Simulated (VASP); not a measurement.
Here is a VASP 6.6.1 calculation.

Contents of INCAR:

```
SYSTEM = C
PREC     = Accurate       ! precision mode
ENCUT    = 600            ! plane-wave cutoff, eV
EDIFF    = 1E-7           ! SCF threshold, eV
ISMEAR   = 0              ! smearing method
SIGMA    = 0.02           ! smearing width, eV
LREAL    = .False.        ! projectors in reciprocal space
LASPH    = .True.         ! aspherical terms in the spheres
NELM     = 120            ! most SCF steps
ALGO     = Normal         ! electronic algorithm
ISIF     = 3              ! what is computed and relaxed
LWAVE    = .False.        ! write WAVECAR
LCHARG   = .False.        ! write CHGCAR
GGA      = PE             ! functional
IVDW     = 12             ! dispersion correction
IBRION   = 2              ! ionic algorithm
NSW      = 100            ! ionic steps
EDIFFG   = -0.002         ! ionic threshold
GGA_COMPAT= .False.      
NELMIN   = 4
```

Contents of KPOINTS:

```
regular mesh
0
Gamma
  12 12 12
  0 0 0
```

File POSCAR:

```
C
1.0
    0.0000000000      1.7834000000      1.7834000000
    1.7834000000      0.0000000000      1.7834000000
    1.7834000000      1.7834000000      0.0000000000
C
2
Direct
    0.5000000000      0.5000000000      0.5000000000
    0.7500000000      0.7500000000      0.7500000000
```

Potentials or basis: VASP PAW PBE potentials, release 64 (C).

The run is started by

```bash
$ cat potpaw_PBE.64/C/POTCAR > POTCAR
$ mpirun -np 1 vasp_std > vasp.out
```

Q: Predict the relaxed volume.

A: 5.62 Å³/atom.

Q: Predict the relaxed cell.

A: a = 2.515 Å, b = 2.515 Å, c = 2.515 Å, α = 60.00°, β = 60.00°, γ = 60.00°.

The path:
```csv
step,energy change (eV),largest force (eV/Å),pressure (GPa),volume (Å³)
1,0.0000,0.0000,-3.62,11.34
2,0.0006,0.0000,4.63,11.13
3,-0.0011,0.0000,0.00,11.25
```
